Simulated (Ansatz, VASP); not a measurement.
## HfO2 in VASP and in Ansatz

File INCAR:

```
PREC     = Accurate       # precision mode
ENCUT    = 520            # plane-wave cutoff, eV
EDIFF    = 1E-6           # SCF threshold, eV
ISMEAR   = 0              # smearing method
SIGMA    = 0.05           # smearing width, eV
LREAL    = False          # projectors in reciprocal space
LASPH    = True           # aspherical terms in the spheres
NELM     = 80             # most SCF steps
ALGO     = Normal         # electronic algorithm
ISIF     = 2              # what is computed and relaxed
LWAVE    = False          # write WAVECAR
LCHARG   = False          # write CHGCAR
GGA      = PE             # functional
NBANDS   = 31             # bands
```

The input KPOINTS:

```
regular mesh
0
Gamma
  6 6 4
```

Contents of POSCAR:

```
HfO2
1.0
    3.6043047840      0.0000000000      0.0000000000
    0.0000000000      3.6043047840      0.0000000000
    0.0000000000      0.0000000000      5.4613660356
Hf O
2 4
Direct
    0.5000000000      0.5000000000      0.5000000000
    0.0000000000      0.0000000000      0.0000000000
    0.0000000000      0.5000000000      0.6932520948
    0.5000000000      0.0000000000      0.8067479052
    0.5000000000      0.0000000000      0.3067479052
    0.0000000000      0.5000000000      0.1932520948
```

Input for Ansatz:

```yaml
crystal:
  lattice:
    - [3.604304784, 0.0, 0.0]
    - [0.0, 3.604304784, 0.0]
    - [0.0, 0.0, 5.4613660356]
  atoms:
    - { symbol: Hf, position: [0.5, 0.5, 0.5] }
    - { symbol: Hf, position: [0.0, 0.0, 0.0] }
    - { symbol: O, position: [0.0, 0.5, 0.6932520948] }
    - { symbol: O, position: [0.5, 0.0, 0.8067479052] }
    - { symbol: O, position: [0.5, 0.0, 0.3067479052] }
    - { symbol: O, position: [0.0, 0.5, 0.1932520948] }
basis:
  ecutwfc: 420
kpoints:
  mp_grid: { grid: [6, 6, 4] }
hamiltonian:
  xc: pbe
scf:
  occupations: { method: gaussian, width: 0.05 }
output:
  forces: true
  stress: true
  eigenvalues: true
```

Change from the starting cell: strain +0.0375 x Voigt [0, 0, 1, 0, 0, 0], atoms carried along.

Alike in both runs: task single point; functional PBE; k mesh 6 × 6 × 4; occupations gaussian, width 0.05 eV; no spin polarisation.

```csv
,VASP,Ansatz
version,VASP 6.6.1,Ansatz 0.2.0
potentials or method,"VASP PAW PBE potentials, release 64 (Hf_pv, O), cutoff 520 eV","scalar-relativistic, plane waves, PAW"
valence electrons in the cell,44,76
```

|  | VASP | Ansatz | Ansatz less VASP |
| --- | --- | --- | --- |
| gap on the k mesh at the Fermi level (eV) | 4.43 | 4.46 | +0.030 |
| least direct gap on the mesh (eV) | 4.48 | 4.51 | +0.026 |
| pressure (GPa) | -10.1 | -7.2 | +2.87 |
| traceless stress, the component that is largest in VASP (GPa) | -6.54 | -6.55 | -0.007 |
| rms of the force components (eV/Å) | 0.197 | 0.170 | -0.0269 |

Atom by atom the forces differ by 0.027 eV/Å (rms over components). VASP's potentials hold 44 valence electrons a cell and Ansatz's 76, so a difference there can come from the potentials and not from the codes.

Neither program's run includes spin-orbit coupling.
